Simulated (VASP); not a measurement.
Crystal: Pd.

```
Pd
1.0
     0.00000    1.97211    1.97211
     1.97211    0.00000    1.97211
     1.97211    1.97211    0.00000
Pd
1
Direct
  0.00000 0.00000 0.00000
```

Program: VASP 6.6.1. Alike in all runs: task single point; potentials or basis VASP PAW PBE potentials, release 64 (Pd); cell as given.

Question: Order these runs on this cell by their pressure, lowest first.
A. level r2SCANh; spin off; k mesh 6 × 6 × 6; cutoff (eV) 520; smearing fermi-dirac 0.05 eV; grid for exact exchange (PRECFOCK) Normal; share of exact exchange 0.1
B. level HF; spin off; k mesh 6 × 6 × 6; cutoff (eV) 520; smearing fermi-dirac 0.05 eV; grid for exact exchange (PRECFOCK) Normal; share of exact exchange 1
C. level PBE0; spin off; k mesh 8 × 8 × 8; cutoff (eV) 520; smearing fermi-dirac 0.05 eV; grid for exact exchange (PRECFOCK) Normal; share of exact exchange 0.25
D. level PBE+U; spin collinear; U Pd d U = 7.0 eV; fixed moment (μB) 1.0; k mesh 12 × 12 × 12; cutoff (eV) 500; smearing gaussian 0.05 eV

Answer: D (-10.2 GPa), A (-6.0 GPa), C (-3.9 GPa), B (5.8 GPa).

Caveats: some runs use coarse meshes; the PAW data sets were made with another functional, which shifts forces and pressure a little (at least some runs); the cell stands under tension (at least some runs); the total moment is fixed, so each spin has its own Fermi level (at least some runs); the U is typed as a test and isn't derived for this compound (at least some runs).
